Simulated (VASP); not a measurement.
# HfO2 (Fm-3m) in VASP: notebook, part 2 of 2

VASP 6.6.1. Earlier steps stand in the parts before.

## 3. Single point, PBE0

Input file POSCAR:

```
HfO2
1.0
    0.0000000000      2.5291822925      2.5291822925
    2.5291822925      0.0000000000      2.5291822925
    2.5291822925      2.5291822925      0.0000000000
Hf O
1 2
Direct
    0.0000000000      0.0000000000      0.0000000000
    0.2500000000      0.2500000000      0.2500000000
    0.7500000000      0.7500000000      0.7500000000
```

Input file INCAR.step1:

```
SYSTEM = HfO2
ALGO = Normal
EDIFF = 1E-5
ENCUT = 520
GGA = PE
ISIF = 2
ISMEAR = 0
LASPH = .TRUE.
LCHARG = .FALSE.
LREAL = .FALSE.
LWAVE = .TRUE.
NBANDS = 18
NELM = 60
PREC = Accurate
SIGMA = 0.01
```

Input file INCAR.step2:

```
SYSTEM = HfO2
AEXX = 0.25
ALGO = Normal
EDIFF = 1E-6
ENCUT = 520
GGA = PE
ISIF = 2
ISMEAR = 0
ISTART = 1
LASPH = .TRUE.
LCHARG = .FALSE.
LHFCALC = .TRUE.
LREAL = .FALSE.
LWAVE = .FALSE.
NBANDS = 18
NELM = 60
PREC = Accurate
PRECFOCK = Normal
SIGMA = 0.01
```

Input file KPOINTS:

```
k-points
0
G
  6 6 6
  0 0 0
```

Potentials or basis: VASP PAW PBE potentials, release 64 (Hf_pv, O).

Launch:

```bash
cat potpaw_PBE.64/Hf_pv/POTCAR potpaw_PBE.64/O/POTCAR > POTCAR
cp INCAR.step1 INCAR
mpirun -np 1 vasp_std > vasp.out
cp INCAR.step2 INCAR
mpirun -np 1 vasp_std > vasp.out
```

OUTCAR:

```text
SYSTEM = HfO2
   AEXX = 0.25
   EDIFF = 1E-6
   ENCUT = 520
   GGA = PE
   ISIF = 2
   ISMEAR = 0
   ISTART = 1
   LASPH = .TRUE.
   LHFCALC = .TRUE.
   LREAL = .FALSE.
   NELM = 60
   PREC = Accurate
   PRECFOCK = Normal

 ion  position               nearest neighbor table
   1  0.000  0.000  0.000-   3 2.19   3 2.19   3 2.19   2 2.19   3 2.19   2 2.19   2 2.19   2 2.19

   2  0.250  0.250  0.250-   1 2.19   1 2.19   1 2.19   1 2.19
   3  0.750  0.750  0.750-   1 2.19   1 2.19   1 2.19   1 2.19

  LATTYP: Found a face centered cubic cell.
 ALAT       =     5.0583645850

  Lattice vectors:

 A1 = (   0.0000000000,   2.5291822925,   2.5291822925)
 A2 = (   2.5291822925,   0.0000000000,   2.5291822925)
 A3 = (   2.5291822925,   2.5291822925,   0.0000000000)

Analysis of symmetry for initial positions (statically):
=====================================================================
 Subroutine PRICEL returns:
 Original cell was already a primitive cell.

 Routine SETGRP: Setting up the symmetry group for a
 face centered cubic supercell.

 Subroutine GETGRP returns: Found 48 space group operations
 (whereof 48 operations were pure point group operations)
 out of a pool of 48 trial point group operations.

The static configuration has the point symmetry O_h .

Analysis of symmetry for dynamics (positions and initial velocities):
=====================================================================
 Subroutine PRICEL returns:
 Original cell was already a primitive cell.

 Routine SETGRP: Setting up the symmetry group for a
 face centered cubic supercell.

 Subroutine GETGRP returns: Found 48 space group operations
 (whereof 48 operations were pure point group operations)
 out of a pool of 48 trial point group operations.

The dynamic configuration has the point symmetry O_h .

 Subroutine INISYM returns: Found 48 space group operations
 (whereof 48 operations are pure point group operations),
 and found     1 'primitive' translations

----------------------------------------------------------------------------------------

                                     Primitive cell

  volume of cell :      32.3572

  direct lattice vectors                    reciprocal lattice vectors
     0.000000000  2.529182292  2.529182292    -0.197692354  0.197692354  0.197692354
     2.529182292  0.000000000  2.529182292     0.197692354 -0.197692354  0.197692354
     2.529182292  2.529182292  0.000000000     0.197692354  0.197692354 -0.197692354

  length of vectors
     3.576803900  3.576803900  3.576803900     0.342413201  0.342413201  0.342413201

  position of ions in fractional coordinates (direct lattice)
     0.000000000  0.000000000  0.000000000
     0.250000000  0.250000000  0.250000000
     0.750000000  0.750000000  0.750000000

  ion indices of the primitive-cell ions
   primitive index   ion index
                 1           1
                 2           2
                 3           3

----------------------------------------------------------------------------------------

 KPOINTS: k-points

Automatic generation of k-mesh.
 Grid dimensions read from file:
 generate k-points for:    6    6    6

[... 34 lines left out ...]
 -0.333333  0.333333  0.166667     24.000000
 -0.333333  0.500000  0.166667     12.000000
   k-points           NKPTS =     16   k-points in BZ     NKDIM =    216   number of bands    NBANDS=     18
   number of dos      NEDOS =    301   number of ions     NIONS =      3
   total plane-waves  NPLWV =  21952
   dimension x,y,z NGX =    28 NGY =   28 NGZ =   28
   dimension x,y,z NGXF=    56 NGYF=   56 NGZF=   56
   ions per type =               1   2
   NGX,Y,Z   is equivalent  to a cutoff of  13.01, 13.01, 13.01 a.u.
   NGXF,Y,Z  is equivalent  to a cutoff of  26.03, 26.03, 26.03 a.u.
 SYSTEM =  HfO2
   PREC   = accura    normal or accurate (medium, high low for compatibility)
   ISTART =      1    job   : 0-new  1-cont  2-samecut
   ICHARG =      0    charge: 1-file 2-atom 10-const
   ISPIN  =      1    spin polarized calculation?
   LNONCOLLINEAR =      F non collinear calculations
   LSORBIT =      F    spin-orbit coupling
   LASPH  =      T    aspherical Exc in radial PAW
   ENCUT  =  520.0 eV  38.22 Ry    6.18 a.u.   6.65  6.65  6.65*2*pi/ulx,y,z
   NELM   =     60;   NELMIN=  2; NELMDL=  0     # of ELM steps
   EDIFF  = 0.1E-05   stopping-criterion for ELM
   LREAL  =      F    real-space projection
   EDIFFG = 0.1E-04   stopping-criterion for IOM
   NSW    =      0    number of steps for IOM
   IBRION =     -1    ionic relax: 0-MD 1-quasi-New 2-CG
   NFREE  =      0    steps in history (QN), initial steepest desc. (CG)
   ISIF   =      2    stress and relaxation
   ISYM   =      3    0-nonsym 1-usesym 2-fastsym
   POTIM  = 0.5000    time-step for ionic-motion
   TEBEG  =    0.0;   TEEND  =   0.0 temperature during run
   PSTRESS=    0.0 pullay stress
   NELECT =      22.0000    total number of electrons
   NUPDOWN=      -1.0000    fix difference up-down
   EMIN   =  10.00;   EMAX   =-10.00  energy-range for DOS
   EFERMI =   0.00;   METHOD = LEGACY
   ISMEAR =     0;   SIGMA  =   0.01  broadening in eV -4-tet -1-fermi 0-gaus
   EFERMI_NEDOS =   21; number of points for ismear=-14 and -15
   IALGO  =     38    algorithm
   IMIX   =      1    mixing-type and parameters
     AMIX     =   0.40;   BMIX     =  1.00
     AMIX_MAG =   1.60;   BMIX_MAG =  1.00
  volume/ion in A,a.u.               =      10.79        72.79
  Fermi-wavevector in a.u.,A,eV,Ry     =   1.439546  2.720348 28.195260  2.072293
  Thomas-Fermi vector in A             =   2.558390
   LORBIT       =      0    0 simple, 1 ext, 2 COOP (PROOUT), +10 PAW based schemes
   GGA     = PE    functional components
   LHFCALC =     T    Hartree Fock is set to
   PRECFOCK=normal    Normal, Fast or Accurate (Low or Medium for compatibility)
   ENCUT4O =  -1.0   cutoff for four orbital integrals eV
   NKREDX  =     1    reduce k-point grid by
   NKREDY  =     1    reduce k-point grid by
   NKREDZ  =     1    reduce k-point grid by
   AEXX    =    0.2500 exact exchange contribution
   HFSCREEN=    0.0000 screening length (either q_TF or 0.3 A-1)
   HFSCREENC=   0.0000 screening length for correlation (either q_TF or 0.3 A-1)
   ENCUTFOCK=  -1.0 apply spherical cutoff to Coloumb kernel
   IVDW    =     0    specifies the selected vdW correction
   LEPSILON=     F    determine dielectric tensor
   LRPA    =     F    only Hartree local field effects (RPA)
 non-spin polarized calculation
 Gauss-broadening in eV      SIGMA  =   0.01
  energy-cutoff  :      520.00
  volume of cell :       32.36
 maximum number of plane-waves:       893
 NGX is ok and might be reduce to    28
  NGX = 20; NGY = 20; NGZ = 20

 number of electron      21.9999992 magnetization

 Free energy of the ion-electron system (eV)
  ---------------------------------------------------
  ext. energy  EPLUGINS =         0.00000000
  ---------------------------------------------------
  free energy    TOTEN  =       -38.40421484 eV

  energy without entropy =      -38.40421484  energy(sigma->0) =      -38.40421484

 E-fermi :   2.9863     XC(G=0):  -9.3260

 val. band max:        2.9101924242   @ k =   0.5000   0.5000   0.0000
 cond. band min:       9.0327088942   @ k =   0.5000   0.5000   0.0000
 fundamental gap:      6.1225164700
 Fermi energy:         2.9862697675

 k-point     1 :       0.0000    0.0000    0.0000
  band No.  band energies     occupation
      1     -28.2807      2.00000
      2     -28.2807      2.00000
      3     -28.2807      2.00000
      4     -17.6168      2.00000
      5     -14.3730      2.00000
      6      -2.9494      2.00000
[... 313 lines left out ...]
      5     -15.3538      2.00000
      6      -3.4729      2.00000
[... 10 lines left out ...]
     17      18.5981      0.00000
     18      19.3572      0.00000

------------------------ aborting loop because EDIFF is reached ----------------------------------------

  FORCE on cell =-STRESS in cart. coord.  units (eV):
  Direction    XX          YY          ZZ          XY          YZ          ZX
  --------------------------------------------------------------------------------------
  -------------------------------------------------------------------------------------
  Total       -1.0562779     -1.0562779     -1.0562779      0.0000000      0.0000000     -0.0000000
  in kB      -52.3020119    -52.3020119    -52.3020119      0.0000000      0.0000000     -0.0000000
  external PRESSURE =     -52.3020119 kB  Pullay stress =       0.0000000 kB

 VOLUME and BASIS-vectors are now :
 -----------------------------------------------------------------------------
  energy-cutoff  :      520.00
  volume of cell :       32.36
      direct lattice vectors                 reciprocal lattice vectors
     0.000000000  2.529182292  2.529182292    -0.197692354  0.197692354  0.197692354
     2.529182292  0.000000000  2.529182292     0.197692354 -0.197692354  0.197692354
     2.529182292  2.529182292  0.000000000     0.197692354  0.197692354 -0.197692354

 POSITION                                       TOTAL-FORCE (eV/Angst)
 -----------------------------------------------------------------------------------
      0.00000      0.00000      0.00000        -0.000000     -0.000000      0.000000
      1.26459      1.26459      1.26459        -0.000000     -0.000000     -0.000000
      3.79377      3.79377      3.79377         0.000000      0.000000      0.000000
 -----------------------------------------------------------------------------------
    total drift:                               -0.000000     -0.000000     -0.000000

  FREE ENERGIE OF THE ION-ELECTRON SYSTEM (eV)
  ---------------------------------------------------
  free  energy   TOTEN  =       -38.4042148375 eV

  energy  without entropy=      -38.4042148375  energy(sigma->0) =      -38.40421484
```

Wall time 21 min (1 thread of Intel Xeon 6975P-C (Granite Rapids), shared host); peak memory 0.17 GiB.

Results:

```
Free energy            : -38.4042 eV
Pressure               : -5.2 GPa
Band gap on the k mesh : 6.12 eV
```

Caveat: the cell stands under tension; the PAW data sets were made with another functional, which shifts forces and pressure a little; spin-orbit coupling is left out, which moves the levels of the heavy elements.

## 4. Single point, HSE06

POSCAR is that of step 3.

Input file INCAR.step1:

```
PREC = Accurate ; ENCUT = 520
EDIFF = 1E-5 ; ISMEAR = 0
SIGMA = 0.01 ; LREAL = F
LASPH = T ; NELM = 80
ALGO = Normal ; ISIF = 2
LWAVE = T ; GGA = PE
NBANDS = 18
```

Input file INCAR.step2:

```
PREC = Accurate ; ENCUT = 520
EDIFF = 1E-6 ; ISMEAR = 0
SIGMA = 0.01 ; LREAL = F
LASPH = T ; NELM = 80
ALGO = Normal ; ISIF = 2
LWAVE = F ; LCHARG = T
GGA = PE ; LHFCALC = T
HFSCREEN = 0.2079 ; PRECFOCK = Normal
LELF = T ; LVHAR = T
ISTART = 1 ; NBANDS = 18
```

Input file KPOINTS:

```
Automatic mesh
0
Gamma
  6 6 6
```

Potentials or basis: VASP PAW PBE potentials, release 64 (Hf_pv, O).

Launch:

```bash
cat potpaw_PBE.64/Hf_pv/POTCAR potpaw_PBE.64/O/POTCAR > POTCAR
cp INCAR.step1 INCAR
mpirun -np 1 vasp_std > vasp.out
cp INCAR.step2 INCAR
mpirun -np 1 vasp_std > vasp.out
```

OUTCAR:

```text
PREC = Accurate
   ENCUT = 520
   EDIFF = 1E-6
   ISMEAR = 0
   LREAL = F
   LASPH = T
   NELM = 80
   ISIF = 2
   GGA = PE
   LHFCALC = T
   HFSCREEN = 0.2079
   PRECFOCK = Normal
   ISTART = 1

 ion  position               nearest neighbor table
   1  0.000  0.000  0.000-   3 2.19   3 2.19   3 2.19   2 2.19   3 2.19   2 2.19   2 2.19   2 2.19

   2  0.250  0.250  0.250-   1 2.19   1 2.19   1 2.19   1 2.19
[... 530 lines left out ...]
------------------------ aborting loop because EDIFF is reached ----------------------------------------

  FORCE on cell =-STRESS in cart. coord.  units (eV):
  Direction    XX          YY          ZZ          XY          YZ          ZX
  --------------------------------------------------------------------------------------
  -------------------------------------------------------------------------------------
  Total       -1.0661495     -1.0661495     -1.0661495      0.0000000     -0.0000000     -0.0000000
  in kB      -52.7908088    -52.7908088    -52.7908088      0.0000000     -0.0000000     -0.0000000
  external PRESSURE =     -52.7908088 kB  Pullay stress =       0.0000000 kB

 VOLUME and BASIS-vectors are now :
 -----------------------------------------------------------------------------
  energy-cutoff  :      520.00
  volume of cell :       32.36
      direct lattice vectors                 reciprocal lattice vectors
     0.000000000  2.529182292  2.529182292    -0.197692354  0.197692354  0.197692354
     2.529182292  0.000000000  2.529182292     0.197692354 -0.197692354  0.197692354
     2.529182292  2.529182292  0.000000000     0.197692354  0.197692354 -0.197692354

 POSITION                                       TOTAL-FORCE (eV/Angst)
 -----------------------------------------------------------------------------------
      0.00000      0.00000      0.00000         0.000000      0.000000     -0.000000
      1.26459      1.26459      1.26459        -0.000000      0.000000      0.000000
      3.79377      3.79377      3.79377         0.000000     -0.000000     -0.000000
 -----------------------------------------------------------------------------------
    total drift:                               -0.000000     -0.000000     -0.000000

  FREE ENERGIE OF THE ION-ELECTRON SYSTEM (eV)
  ---------------------------------------------------
  free  energy   TOTEN  =       -36.2609732056 eV

  energy  without entropy=      -36.2609732056  energy(sigma->0) =      -36.26097321
```

Wall time 87 min (1 thread of Intel Xeon 8259CL, shared host); peak memory 0.28 GiB.

What came out:

```yaml
Free_energy: -36.2610 eV
Pressure: -5.3 GPa
Band_gap_on_the_k_mesh: 5.36 eV
```

Levels at points of the mesh, in eV from the valence-band top:
```tsv
k point	band 7	band 8	band 9	band 10	band 11	band 12	band 13	band 14	band 15	band 16
(0.00, 0.00, 0.00)	-5.83	-5.83	-0.67	-0.67	-0.67	5.49	5.49	7.47	12.46	12.46
(0.50, 0.00, 0.00)	-4.67	-3.31	-2.97	-2.03	-2.03	6.27	6.27	8.73	10.72	11.33
(0.50, 0.50, 0.00)	-3.81	-3.81	-1.66	-1.66	0.00	5.36	7.30	8.36	9.95	9.95
```

Caveat: the cell stands under tension; the PAW data sets were made with another functional, which shifts forces and pressure a little; spin-orbit coupling is left out, which moves the levels of the heavy elements. A k mesh can miss the band edges.

## 5. Summary

| level | spin | k mesh | cutoff (eV) | grid for exact exchange (PRECFOCK) | share of exact exchange | screening parameter | gap on the mesh (eV) | pressure (GPa) |
| --- | --- | --- | --- | --- | --- | --- | --- | --- |
| PBE | non-collinear, zero start, SOC | 8 × 8 × 8 | 600 | - | - | - | - | 2.0 |
| PBE0 | off | 6 × 6 × 6 | 520 | Normal | 0.25 | - | 6.12 | -5.2 |
| HSE06 | off | 6 × 6 × 6 | 520 | Normal | 0.25 | 0.2079 1/Å | 5.36 | -5.3 |

Alike in all rows: task single point; potentials or basis VASP PAW PBE potentials, release 64 (Hf_pv, O); cell as given; smearing gaussian 0.01 eV.

The pressure there spans -5.3 GPa (HSE06) to 2.0 GPa (PBE); a positive pressure means that this level wants a larger cell, a negative one a smaller.

Caveats: the cell stands under tension (at least some runs); the PAW data sets were made with another functional, which shifts forces and pressure a little (at least some runs); spin-orbit coupling is left out, which moves the levels of the heavy elements (at least some runs).

Absolute energies hang on the potentials; compare differences alone.
